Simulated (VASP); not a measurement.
# MnRu (P-6m2) in VASP: a series of runs

MnRu is run at these levels: LDA; tasks: vibrations by perturbation theory.

Everything below comes from runs of VASP 6.6.1. Logs are shortened: lines on timing, memory, paths and dates and some standing lists are left out, and cuts for length are marked.

### Step 1. The cell of the first run

Symmetry: P-6m2, No. 187, hexagonal system. Conventional cell: a = 2.567 Å, b = 2.567 Å, c = 3.981 Å, α = 90.00°, β = 90.00°, γ = 120.00°. Within 3.3 Å of Mn (site symmetry -6m2) lie 6 Ru at 2.48 Å and 6 Mn at 2.57 Å. Within 3.3 Å of Ru (site symmetry -6m2) lie 6 Mn at 2.48 Å and 6 Ru at 2.57 Å.

### Step 2. Vibrations by perturbation theory, LDA (11.36 Å³/atom)

INCAR

```
ALGO = Normal ; EDIFF = 1E-8
ENCUT = 500 ; GGA_COMPAT = False
IBRION = 8 ; ISIF = 2
ISMEAR = -1 ; LASPH = True
LCHARG = True ; LREAL = False
LWAVE = False ; NBANDS = 20
NELM = 120 ; NSW = 1
PREC = Accurate ; SIGMA = 0.05
```

KPOINTS

```
k-points
0
Gamma
  12 12 8
```

POSCAR

```
MnRu
1.0
    2.5669488609      0.0000000000      0.0000000000
   -1.2834744304      2.2230429238      0.0000000000
    0.0000000000      0.0000000000      3.9813684223
Mn Ru
1 1
Direct
    0.6666666667      0.3333333333      0.5000000000
    0.3333333333      0.6666666667      0.0000000000
```

Potentials or basis: VASP PAW LDA potentials, release 64 (Mn_pv, Ru_pv).

Command:

```
$ cat potpaw_LDA.64/Mn_pv/POTCAR potpaw_LDA.64/Ru_pv/POTCAR > POTCAR
$ mpirun -np 1 vasp_std > vasp.out
```

OUTCAR:

```text
EDIFF = 1E-8
   ENCUT = 500
   IBRION = 8
   ISIF = 2
   ISMEAR = -1
   LASPH = True
   LREAL = False
   NELM = 120
   NSW = 1
   PREC = Accurate

 ion  position               nearest neighbor table
   1  0.667  0.333  0.500-   2 2.48   2 2.48   2 2.48   2 2.48   2 2.48   2 2.48
   2  0.333  0.667  0.000-   1 2.48   1 2.48   1 2.48   1 2.48   1 2.48   1 2.48

  LATTYP: Found a hexagonal cell.
 ALAT       =     2.5669488609
 C/A-ratio  =     1.5510119749

  Lattice vectors:

 A1 = (   2.5669488609,   0.0000000000,   0.0000000000)
 A2 = (  -1.2834744304,   2.2230429238,   0.0000000000)
 A3 = (   0.0000000000,   0.0000000000,   3.9813684223)

Analysis of symmetry for initial positions (statically):
=====================================================================
 Subroutine PRICEL returns:
 Original cell was already a primitive cell.

 Routine SETGRP: Setting up the symmetry group for a
 hexagonal supercell.

 Subroutine GETGRP returns: Found 12 space group operations
 (whereof 12 operations were pure point group operations)
 out of a pool of 24 trial point group operations.

The static configuration has the point symmetry D_3h.

Analysis of symmetry for dynamics (positions and initial velocities):
=====================================================================
 Subroutine PRICEL returns:
 Original cell was already a primitive cell.

 Routine SETGRP: Setting up the symmetry group for a
 hexagonal supercell.

 Subroutine GETGRP returns: Found 12 space group operations
 (whereof 12 operations were pure point group operations)
 out of a pool of 24 trial point group operations.

The dynamic configuration has the point symmetry D_3h.

 Subroutine INISYM returns: Found 12 space group operations
 (whereof 12 operations are pure point group operations),
 and found     1 'primitive' translations

----------------------------------------------------------------------------------------

                                     Primitive cell

  volume of cell :      22.7194

  direct lattice vectors                    reciprocal lattice vectors
     2.566948861  0.000000000  0.000000000     0.389567558  0.224916935  0.000000000
    -1.283474430  2.223042924  0.000000000     0.000000000  0.449833869  0.000000000
     0.000000000  0.000000000  3.981368422     0.000000000  0.000000000  0.251169923

  length of vectors
     2.566948861  2.566948861  3.981368422     0.449833869  0.449833869  0.251169923

  position of ions in fractional coordinates (direct lattice)
     0.666666667  0.333333333  0.500000000
     0.333333333  0.666666667  0.000000000

  ion indices of the primitive-cell ions
   primitive index   ion index
                 1           1
                 2           2

----------------------------------------------------------------------------------------

 KPOINTS: k-points

Automatic generation of k-mesh.
 Grid dimensions read from file:
 generate k-points for:   12   12    8

 Generating k-lattice:

  Cartesian coordinates                     Fractional coordinates (reciprocal lattice)
     0.032463963  0.018743078  0.000000000     0.083333333  0.000000000  0.000000000
     0.000000000  0.037486156  0.000000000     0.000000000  0.083333333  0.000000000
     0.000000000  0.000000000  0.031396240     0.000000000  0.000000000  0.125000000

  Length of vectors
     0.037486156  0.037486156  0.031396240

  Shift w.r.t. Gamma in fractional coordinates (k-lattice)
     0.000000000  0.000000000  0.000000000

 Subroutine IBZKPT returns following result:
[... 72 lines left out ...]
  Thomas-Fermi vector in A             =   2.807926
   LORBIT       =      0    0 simple, 1 ext, 2 COOP (PROOUT), +10 PAW based schemes
   GGA     = CA    functional components
   LHFCALC =     F    Hartree Fock is set to
   AEXX    =    0.0000 exact exchange contribution
   IVDW    =     0    specifies the selected vdW correction
   LEPSILON=     F    determine dielectric tensor
   LRPA    =     F    only Hartree local field effects (RPA)
 non-spin polarized calculation
  energy-cutoff  :      500.00
  volume of cell :       22.72
 maximum number of plane-waves:       591
 NGX is ok and might be reduce to    20
   NGX =  9   NGY =  9   NGZ = 15

--------------------------------------- Ionic step        1  -------------------------------------------

 number of electron      27.0000000 magnetization

 Free energy of the ion-electron system (eV)
  ---------------------------------------------------
  ext. energy  EPLUGINS =         0.00000000
  ---------------------------------------------------
  free energy    TOTEN  =       -20.76473012 eV

  energy without entropy =      -20.74895661  energy(sigma->0) =      -20.75684336

 E-fermi :  12.7508     XC(G=0): -14.7856

 val. band max:       12.7493782752   @ k =   0.0833   0.0000   0.1250
 cond. band min:      12.7704180575   @ k =   0.0833   0.0000   0.2500
 fundamental gap:      0.0210397823
 Fermi energy:        12.7507623776

 k-point     1 :       0.0000    0.0000    0.0000
  band No.  band energies     occupation
      1     -34.9655      2.00000
      2     -34.5596      2.00000
      3     -34.5596      2.00000
      4     -30.0577      2.00000
      5     -29.4906      2.00000
      6     -29.4906      2.00000
[... 541 lines left out ...]
     19      22.7651      0.00000
     20      24.3555      0.00000

 [... further k-points ...]

------------------------ aborting loop because EDIFF is reached ----------------------------------------

  FORCE on cell =-STRESS in cart. coord.  units (eV):
  Direction    XX          YY          ZZ          XY          YZ          ZX
  --------------------------------------------------------------------------------------
  -------------------------------------------------------------------------------------
  Total        1.7268689      1.7268689      1.7228766      0.0000000      0.0000000     -0.0000000
  in kB      121.7790317    121.7790317    121.4974950      0.0000000      0.0000000     -0.0000000
  external PRESSURE =     121.6851862 kB  Pullay stress =       0.0000000 kB

 VOLUME and BASIS-vectors are now :
 -----------------------------------------------------------------------------
  energy-cutoff  :      500.00
  volume of cell :       22.72
      direct lattice vectors                 reciprocal lattice vectors
     2.566948861  0.000000000  0.000000000     0.389567558  0.224916935  0.000000000
    -1.283474430  2.223042924  0.000000000     0.000000000  0.449833869  0.000000000
     0.000000000  0.000000000  3.981368422     0.000000000  0.000000000  0.251169923

 POSITION                                       TOTAL-FORCE (eV/Angst)
 -----------------------------------------------------------------------------------
      1.28347      0.74101      1.99068         0.000000     -0.000000      0.000000
     -0.00000      1.48203      0.00000        -0.000000      0.000000      0.000000
 -----------------------------------------------------------------------------------
    total drift:                               -0.000000      0.000000      0.000000

  FREE ENERGIE OF THE ION-ELECTRON SYSTEM (eV)
  ---------------------------------------------------
  free  energy   TOTEN  =       -20.7647301212 eV

  energy  without entropy=      -20.7489566068  energy(sigma->0) =      -20.75684336

[... ionic steps 2 to 3 ...]

--------------------------------------- Ionic step        4  -------------------------------------------

------------------------ aborting loop because EDIFF is reached ----------------------------------------
[... 11 lines left out ...]
[... ionic steps 8 to 8 ...]

--------------------------------------- Ionic step        9  -------------------------------------------

 Free energy of the ion-electron system (eV)
  ---------------------------------------------------
  ---------------------------------------------------
  free energy    TOTEN  =        -0.73440243 eV

  energy without entropy =       -0.73440242

------------------------ aborting loop because EDIFF is reached ----------------------------------------

 INTERNAL STRAIN TENSOR  FOR ION    2  DIRECTION 3   (eV/Angst):
 -----------------------------------------------------------------------------
    -0.05196 -0.00000  0.00000
    -0.00000 -0.05196  0.00000
     0.00000  0.00000  0.10684

 INTERNAL STRAIN TENSOR FOR ION    2 for displacements in x,y,z  (eV/Angst):
          X           Y           Z          XY          YZ          ZX
  --------------------------------------------------------------------------------
  x    -0.00000     0.00000    -0.00000    -3.88279     0.00000     0.00000
  y    -3.88279     3.88279    -0.00000     0.00000     0.00000     0.00000
  z     0.00000     0.00000     0.00000     0.00000    -0.00000    -0.00000

 SECOND DERIVATIVES (NOT SYMMETRIZED)
 ------------------------------------
               1X          1Y          1Z          2X          2Y          2Z
  1X    -5.547881   -0.000000    0.000000    5.547881    0.000000    0.000000
  1Y    -0.000000   -5.547881    0.000000    0.000000    5.547881    0.000000
  1Z    -0.000000    0.000000  -11.056862    0.000000   -0.000000   11.056862
  2X     5.589433    0.000000    0.000000   -5.589433   -0.000000    0.000000
  2Y     0.000000    5.589433    0.000000   -0.000000   -5.589433    0.000000
  2Z     0.000000    0.000000   11.033891    0.000000   -0.000000  -11.033891

 Eigenvectors and eigenvalues of the dynamical matrix
 ----------------------------------------------------

   1 f  =    8.710311 THz    54.728500 2PiTHz  290.544709 cm-1    36.022937 meV
             X         Y         Z           dx          dy          dz
      1.283474  0.741014  1.990684    -0.000000   -0.000000    0.805187
     -0.000000  1.482029  0.000000     0.000000    0.000000   -0.593021
[... 21 lines left out ...]
   6 f/i=    0.011026 THz     0.069277 2PiTHz    0.367778 cm-1     0.045599 meV
             X         Y         Z           dx          dy          dz
      1.283474  0.741014  1.990684     0.076324   -0.589939    0.000000
     -0.000000  1.482029  0.000000     0.103137   -0.797188    0.000000

--------------------------------------------------------------------------------------------------------

 ELASTIC MODULI CONTR FROM IONIC RELAXATION (kBar)
 Direction    XX          YY          ZZ          XY          YZ          ZX
 --------------------------------------------------------------------------------
 XX        -193.8545    193.8545      0.0000     -0.0000     -0.0000     -0.0000
 YY         193.8545   -193.8545     -0.0000     -0.0000      0.0000      0.0000
 ZZ           0.0000     -0.0000     -0.0000      0.0000      0.0000      0.0000
 XY          -0.0000     -0.0000      0.0000   -193.8545      0.0000      0.0000
 YZ          -0.0000      0.0000      0.0000      0.0000     -0.0000     -0.0000
 ZX          -0.0000      0.0000      0.0000      0.0000     -0.0000     -0.0000
 --------------------------------------------------------------------------------
```

Wall time 8.9 min (1 thread of AMD EPYC 9R45 (Zen 5), shared host); peak memory 0.39 GiB.

What came out:

- Highest phonon frequency at Γ: 291 cm⁻¹

Phonon frequencies in cm⁻¹ (negative: imaginary):
```csv
q point,frequencies
"(0.000, 0.000, 0.000)",0 0 0 206 206 291
```

Caveat: the cell stands under pressure or tension, which shifts response properties; the run has no spin polarisation, though such a crystal can be magnetic. Spin polarisation is off, so any magnetic state and its effect on volume and gap are missing.

(Continued in part 2 of 2.)
